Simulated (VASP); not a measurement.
# CuI (F-43m) in VASP: further runs

The runs below take CuI through single point, with PBEsol.

Everything below comes from runs of VASP 6.6.1. Logs are shortened: lines on timing, memory, paths and dates and some standing lists are left out, and cuts for length are marked.

### 1 The cell of the first run

The structure is cubic, space group F-43m (No. 216). Conventional cell: a = 5.732 Å, b = 5.732 Å, c = 5.732 Å, α = 90.00°, β = 90.00°, γ = 90.00°. Within 3.3 Å of Cu (site symmetry -43m) lie 4 I at 2.48 Å. I (site symmetry -43m) has 4 Cu at 2.48 Å within 3.3 Å.

### 2 Single point, PBEsol

INCAR reads:

```
SYSTEM = CuI
ALGO = Normal ; EDIFF = 1E-6
ENCUT = 520 ; GGA = PS
ISIF = 2 ; ISMEAR = 0
LASPH = .TRUE. ; LCHARG = .FALSE.
LREAL = .FALSE. ; LWAVE = .FALSE.
NBANDS = 16 ; NELM = 80
PREC = Accurate ; SIGMA = 0.01
```

KPOINTS reads:

```
k-points
0
G
  6 6 6
  0 0 0
```

POSCAR reads:

```
CuI
1.0
    0.0000000000      2.8659756156      2.8659756156
    2.8659756156      0.0000000000      2.8659756156
    2.8659756156      2.8659756156      0.0000000000
Cu I
1 1
Direct
    0.7500000000      0.7500000000      0.7500000000
    0.0000000000      0.0000000000      0.0000000000
```

Potentials or basis: VASP PAW PBE potentials, release 64 (Cu, I).

Started as:

```console
cat potpaw_PBE.64/Cu/POTCAR potpaw_PBE.64/I/POTCAR > POTCAR
mpirun -np 1 vasp_std > vasp.out
```

OUTCAR:

```text
SYSTEM = CuI
   EDIFF = 1E-6
   ENCUT = 520
   GGA = PS
   ISIF = 2
   ISMEAR = 0
   LASPH = .TRUE.
   LREAL = .FALSE.
   NELM = 80
   PREC = Accurate

 ion  position               nearest neighbor table
   1  0.750  0.750  0.750-   2 2.48   2 2.48   2 2.48   2 2.48
   2  0.000  0.000  0.000-   1 2.48   1 2.48   1 2.48   1 2.48

  LATTYP: Found a face centered cubic cell.
 ALAT       =     5.7319512312

  Lattice vectors:

 A1 = (   0.0000000000,   2.8659756156,   2.8659756156)
 A2 = (   2.8659756156,   0.0000000000,   2.8659756156)
 A3 = (   2.8659756156,   2.8659756156,   0.0000000000)

Analysis of symmetry for initial positions (statically):
=====================================================================
 Subroutine PRICEL returns:
 Original cell was already a primitive cell.

 Routine SETGRP: Setting up the symmetry group for a
 face centered cubic supercell.

 Subroutine GETGRP returns: Found 24 space group operations
 (whereof 24 operations were pure point group operations)
 out of a pool of 48 trial point group operations.

The static configuration has the point symmetry T_d .

Analysis of symmetry for dynamics (positions and initial velocities):
=====================================================================
 Subroutine PRICEL returns:
 Original cell was already a primitive cell.

 Routine SETGRP: Setting up the symmetry group for a
 face centered cubic supercell.

 Subroutine GETGRP returns: Found 24 space group operations
 (whereof 24 operations were pure point group operations)
 out of a pool of 48 trial point group operations.

The dynamic configuration has the point symmetry T_d .

 Subroutine INISYM returns: Found 24 space group operations
 (whereof 24 operations are pure point group operations),
 and found     1 'primitive' translations

----------------------------------------------------------------------------------------

                                     Primitive cell

  volume of cell :      47.0812

  direct lattice vectors                    reciprocal lattice vectors
     0.000000000  2.865975616  2.865975616    -0.174460661  0.174460661  0.174460661
     2.865975616  0.000000000  2.865975616     0.174460661 -0.174460661  0.174460661
     2.865975616  2.865975616  0.000000000     0.174460661  0.174460661 -0.174460661

  length of vectors
     4.053101585  4.053101585  4.053101585     0.302174729  0.302174729  0.302174729

  position of ions in fractional coordinates (direct lattice)
     0.750000000  0.750000000  0.750000000
     0.000000000  0.000000000  0.000000000

  ion indices of the primitive-cell ions
   primitive index   ion index
                 1           1
                 2           2

----------------------------------------------------------------------------------------

 KPOINTS: k-points

Automatic generation of k-mesh.
 Grid dimensions read from file:
 generate k-points for:    6    6    6

 Generating k-lattice:

  Cartesian coordinates                     Fractional coordinates (reciprocal lattice)
    -0.029076777  0.029076777  0.029076777     0.166666667  0.000000000  0.000000000
     0.029076777 -0.029076777  0.029076777     0.000000000  0.166666667  0.000000000
     0.029076777  0.029076777 -0.029076777     0.000000000  0.000000000  0.166666667

  Length of vectors
     0.050362455  0.050362455  0.050362455

  Shift w.r.t. Gamma in fractional coordinates (k-lattice)
     0.000000000  0.000000000  0.000000000

 Subroutine IBZKPT returns following result:
 ===========================================

 Found     16 irreducible k-points:

 Following reciprocal coordinates:
            Coordinates               Weight
  0.000000  0.000000  0.000000      1.000000
  0.166667  0.000000  0.000000      8.000000
  0.333333  0.000000  0.000000      8.000000
  0.500000  0.000000  0.000000      4.000000
  0.166667  0.166667  0.000000      6.000000
  0.333333  0.166667  0.000000     24.000000
[... 8 lines left out ...]
 -0.333333  0.333333  0.166667     24.000000
 -0.333333  0.500000  0.166667     12.000000
   k-points           NKPTS =     16   k-points in BZ     NKDIM =     16   number of bands    NBANDS=     16
   number of dos      NEDOS =    301   number of ions     NIONS =      2
   total plane-waves  NPLWV =  27000
   dimension x,y,z NGX =    30 NGY =   30 NGZ =   30
   dimension x,y,z NGXF=    60 NGYF=   60 NGZF=   60
   ions per type =               1   1
   NGX,Y,Z   is equivalent  to a cutoff of  12.31, 12.31, 12.31 a.u.
   NGXF,Y,Z  is equivalent  to a cutoff of  24.61, 24.61, 24.61 a.u.
 SYSTEM =  CuI
   PREC   = accura    normal or accurate (medium, high low for compatibility)
   ISTART =      0    job   : 0-new  1-cont  2-samecut
   ICHARG =      2    charge: 1-file 2-atom 10-const
   ISPIN  =      1    spin polarized calculation?
   LNONCOLLINEAR =      F non collinear calculations
   LSORBIT =      F    spin-orbit coupling
   LASPH  =      T    aspherical Exc in radial PAW
   ENCUT  =  520.0 eV  38.22 Ry    6.18 a.u.   7.54  7.54  7.54*2*pi/ulx,y,z
   NELM   =     80;   NELMIN=  2; NELMDL= -5     # of ELM steps
   EDIFF  = 0.1E-05   stopping-criterion for ELM
   LREAL  =      F    real-space projection
   EDIFFG = 0.1E-04   stopping-criterion for IOM
   NSW    =      0    number of steps for IOM
   IBRION =     -1    ionic relax: 0-MD 1-quasi-New 2-CG
   NFREE  =      0    steps in history (QN), initial steepest desc. (CG)
   ISIF   =      2    stress and relaxation
   ISYM   =      2    0-nonsym 1-usesym 2-fastsym
   POTIM  = 0.5000    time-step for ionic-motion
   TEBEG  =    0.0;   TEEND  =   0.0 temperature during run
   PSTRESS=    0.0 pullay stress
   NELECT =      18.0000    total number of electrons
   NUPDOWN=      -1.0000    fix difference up-down
   EMIN   =  10.00;   EMAX   =-10.00  energy-range for DOS
   EFERMI =   0.00;   METHOD = LEGACY
   ISMEAR =     0;   SIGMA  =   0.01  broadening in eV -4-tet -1-fermi 0-gaus
   EFERMI_NEDOS =   21; number of points for ismear=-14 and -15
   IALGO  =     38    algorithm
   IMIX   =      4    mixing-type and parameters
     AMIX     =   0.40;   BMIX     =  1.00
     AMIX_MAG =   1.60;   BMIX_MAG =  1.00
  volume/ion in A,a.u.               =      23.54       158.86
  Fermi-wavevector in a.u.,A,eV,Ry     =   1.188183  2.245339 19.208403  1.411778
  Thomas-Fermi vector in A             =   2.324318
   LORBIT       =      0    0 simple, 1 ext, 2 COOP (PROOUT), +10 PAW based schemes
   GGA     = PS    functional components
   LHFCALC =     F    Hartree Fock is set to
   AEXX    =    0.0000 exact exchange contribution
   IVDW    =     0    specifies the selected vdW correction
   LEPSILON=     F    determine dielectric tensor
   LRPA    =     F    only Hartree local field effects (RPA)
 non-spin polarized calculation
 Gauss-broadening in eV      SIGMA  =   0.01
  energy-cutoff  :      520.00
  volume of cell :       47.08
 maximum number of plane-waves:      1303
   NGX = 15   NGY = 15   NGZ = 15

 number of electron      18.0000003 magnetization

 Free energy of the ion-electron system (eV)
  ---------------------------------------------------
  ext. energy  EPLUGINS =         0.00000000
  ---------------------------------------------------
  free energy    TOTEN  =        -6.20839824 eV

  energy without entropy =       -6.20839824  energy(sigma->0) =       -6.20839824

 E-fermi :   6.3347     XC(G=0):  -9.9328

 val. band max:        6.2847070547   @ k =   0.0000   0.0000   0.0000
 cond. band min:       7.8142082064   @ k =   0.0000   0.0000   0.0000
 fundamental gap:      1.5295011517
 Fermi energy:         6.3346660665

 k-point     1 :       0.0000    0.0000    0.0000
  band No.  band energies     occupation
      1      -8.7564      2.00000
      2       1.7637      2.00000
      3       1.7637      2.00000
      4       1.7637      2.00000
      5       3.5909      2.00000
      6       3.5909      2.00000
[... 8 lines left out ...]
     15      16.1704      0.00000
     16      16.1704      0.00000

 k-point     2 :       0.1667    0.0000    0.0000
  band No.  band energies     occupation
      1      -8.5726      2.00000
      2       1.2452      2.00000
      3       1.7871      2.00000
      4       1.7871      2.00000
      5       3.5769      2.00000
      6       3.5769      2.00000
[... 8 lines left out ...]
     15      15.0683      0.00000
     16      15.4009      0.00000

 k-point     3 :       0.3333    0.0000    0.0000
  band No.  band energies     occupation
      1      -8.1543      2.00000
      2       0.1266      2.00000
      3       1.8229      2.00000
      4       1.8229      2.00000
      5       3.5897      2.00000
      6       3.5897      2.00000
[... 8 lines left out ...]
     15      15.6831      0.00000
     16      15.6831      0.00000

 k-point     4 :       0.5000    0.0000    0.0000
  band No.  band energies     occupation
      1      -7.9108      2.00000
      2      -0.4617      2.00000
      3       1.8339      2.00000
      4       1.8339      2.00000
      5       3.6255      2.00000
      6       3.6255      2.00000
[... 8 lines left out ...]
     15      17.6168      0.00000
     16      17.6168      0.00000

 k-point     5 :       0.1667    0.1667    0.0000
  band No.  band energies     occupation
      1      -8.5109      2.00000
      2       1.1951      2.00000
      3       1.7570      2.00000
      4       1.7570      2.00000
      5       3.5150      2.00000
      6       3.6182      2.00000
[... 8 lines left out ...]
     15      16.4605      0.00000
     16      16.6495      0.00000

 k-point     6 :       0.3333    0.1667    0.0000
  band No.  band energies     occupation
      1      -8.1661      2.00000
      2       0.4364      2.00000
      3       1.6882      2.00000
      4       1.7761      2.00000
      5       3.4910      2.00000
      6       3.6384      2.00000
[... 8 lines left out ...]
     15      16.7312      0.00000
     16      16.9195      0.00000

 k-point     7 :       0.5000    0.1667    0.0000
  band No.  band energies     occupation
      1      -7.8450      2.00000
      2      -0.2101      2.00000
      3       1.4705      2.00000
      4       1.8199      2.00000
      5       3.5404      2.00000
      6       3.6324      2.00000
[... 8 lines left out ...]
     15      17.4484      0.00000
     16      17.6793      0.00000

 k-point     8 :      -0.3333    0.1667    0.0000
  band No.  band energies     occupation
      1      -7.9276      2.00000
      2      -0.0160      2.00000
      3       1.3916      2.00000
      4       1.8569      2.00000
      5       3.5540      2.00000
      6       3.5961      2.00000
[... 8 lines left out ...]
     15      16.3382      0.00000
     16      17.7724      0.00000

 k-point     9 :      -0.1667    0.1667    0.0000
  band No.  band energies     occupation
      1      -8.3066      2.00000
      2       0.7202      2.00000
      3       1.6032      2.00000
      4       1.8428      2.00000
      5       3.5271      2.00000
      6       3.6135      2.00000
[... 8 lines left out ...]
     15      16.0457      0.00000
     16      17.1904      0.00000

 k-point    10 :       0.3333    0.3333    0.0000
  band No.  band energies     occupation
      1      -7.9486      2.00000
      2       0.1190      2.00000
      3       1.7622      2.00000
      4       1.7622      2.00000
      5       3.4092      2.00000
      6       3.6733      2.00000
[... 8 lines left out ...]
     15      17.2855      0.00000
     16      20.2556      0.00000

 k-point    11 :       0.5000    0.3333    0.0000
  band No.  band energies     occupation
      1      -7.6990      2.00000
      2      -0.1485      2.00000
      3       1.3799      2.00000
      4       1.7919      2.00000
      5       3.4566      2.00000
      6       3.6618      2.00000
[... 8 lines left out ...]
     15      17.9826      0.00000
     16      19.4997      0.00000

 k-point    12 :      -0.3333    0.3333    0.0000
  band No.  band energies     occupation
      1      -7.6904      2.00000
      2       0.1754      2.00000
      3       0.7003      2.00000
      4       1.8397      2.00000
      5       3.4193      2.00000
      6       3.5830      2.00000
[... 8 lines left out ...]
     15      15.7876      0.00000
     16      20.1052      0.00000

 k-point    13 :       0.5000    0.5000    0.0000
  band No.  band energies     occupation
      1      -7.6175      2.00000
      2      -0.4160      2.00000
      3       1.7780      2.00000
      4       1.7780      2.00000
      5       3.5138      2.00000
      6       3.6906      2.00000
[... 8 lines left out ...]
     15      18.0228      0.00000
     16      18.9427      0.00000

 k-point    14 :       0.5000    0.3333    0.1667
  band No.  band energies     occupation
      1      -7.8593      2.00000
      2       0.1293      2.00000
      3       1.2667      2.00000
      4       1.7951      2.00000
      5       3.4999      2.00000
      6       3.6105      2.00000
[... 8 lines left out ...]
     15      17.7595      0.00000
     16      19.1041      0.00000

 k-point    15 :      -0.3333    0.3333    0.1667
  band No.  band energies     occupation
      1      -7.6903      2.00000
      2       0.0765      2.00000
      3       0.8925      2.00000
      4       1.7656      2.00000
      5       3.4528      2.00000
      6       3.5865      2.00000
[... 8 lines left out ...]
     15      17.9655      0.00000
     16      18.8124      0.00000

 k-point    16 :      -0.3333    0.5000    0.1667
  band No.  band energies     occupation
      1      -7.6121      2.00000
      2      -0.0466      2.00000
      3       1.0852      2.00000
      4       1.6860      2.00000
      5       3.4768      2.00000
      6       3.5355      2.00000
[... 8 lines left out ...]
     15      18.5406      0.00000
     16      19.0183      0.00000

------------------------ aborting loop because EDIFF is reached ----------------------------------------

  FORCE on cell =-STRESS in cart. coord.  units (eV):
  Direction    XX          YY          ZZ          XY          YZ          ZX
  --------------------------------------------------------------------------------------
  -------------------------------------------------------------------------------------
  Total        2.1914941      2.1914941      2.1914941     -0.0000000     -0.0000000     -0.0000000
  in kB       74.5767452     74.5767452     74.5767452     -0.0000000     -0.0000000     -0.0000000
  external PRESSURE =      74.5767452 kB  Pullay stress =       0.0000000 kB

 VOLUME and BASIS-vectors are now :
 -----------------------------------------------------------------------------
  energy-cutoff  :      520.00
  volume of cell :       47.08
      direct lattice vectors                 reciprocal lattice vectors
     0.000000000  2.865975616  2.865975616    -0.174460661  0.174460661  0.174460661
     2.865975616  0.000000000  2.865975616     0.174460661 -0.174460661  0.174460661
     2.865975616  2.865975616  0.000000000     0.174460661  0.174460661 -0.174460661

 POSITION                                       TOTAL-FORCE (eV/Angst)
 -----------------------------------------------------------------------------------
      4.29896      4.29896      4.29896        -0.000000     -0.000000     -0.000000
      0.00000      0.00000      0.00000         0.000000      0.000000      0.000000
 -----------------------------------------------------------------------------------
    total drift:                               -0.000001     -0.000001     -0.000001

  FREE ENERGIE OF THE ION-ELECTRON SYSTEM (eV)
  ---------------------------------------------------
  free  energy   TOTEN  =        -6.2083982423 eV

  energy  without entropy=       -6.2083982423  energy(sigma->0) =       -6.20839824
```

It took 31 s on 1 thread of Intel Xeon 8259CL, shared host; peak memory 0.17 GiB.

What came out:

```yaml
Free_energy: -6.2084 eV
Pressure: 7.5 GPa
Band_gap_on_the_k_mesh: 1.53 eV
```

Caveat: the cell stands under pressure; the PAW data sets were made with another functional, which shifts forces and pressure a little; spin-orbit coupling is left out, which moves the levels of the heavy elements.

(Part 1 of 2 ends here.)
